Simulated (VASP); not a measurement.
**Rh: single point with PBE**

Rh:

```xyz
2
Lattice="0.0000 2.7562 2.7562 2.7562 0.0000 2.7562 2.7562 2.7562 0.0000" Properties=species:S:1:pos:R:3 pbc="T T T"
Rh   -0.6891   -0.6891   -0.6891
Rh    0.6891    0.6891    0.6891
```

```
Program                : VASP 6.6.1
Task                   : single point
Functional             : PBE
Potentials or basis    : VASP PAW PBE potentials, release 64 (Rh_pv)
Cutoff                 : 500 eV
k mesh                 : 13 × 13 × 13
Occupations            : fermi-dirac, width 0.05 eV
Spin                   : no spin polarisation
Dipole correction      : no
Further INCAR settings : ALGO = Normal; EDIFF = 1e-06; NBANDS = 22
```

```json
{
  "Pressure": "0.2 GPa",
  "Band gap on the k mesh": "zero (band 15 reaches 6.96 eV, above the bottom of band 16 at 5.83 eV)"
}
```

Levels at points of the mesh, in eV from the Fermi level:
| k point | band 12 | band 13 | band 14 | band 15 | band 16 | band 17 | band 18 | band 19 |
| --- | --- | --- | --- | --- | --- | --- | --- | --- |
| (0.00, 0.00, 0.00) | -3.89 | -1.43 | -1.43 | -1.43 | 0.35 | 0.35 | 12.51 | 12.70 |

Run time: 23 s on 1 thread of AMD EPYC 9R45 (Zen 5), with other jobs on the host, peak memory 0.16 GiB.
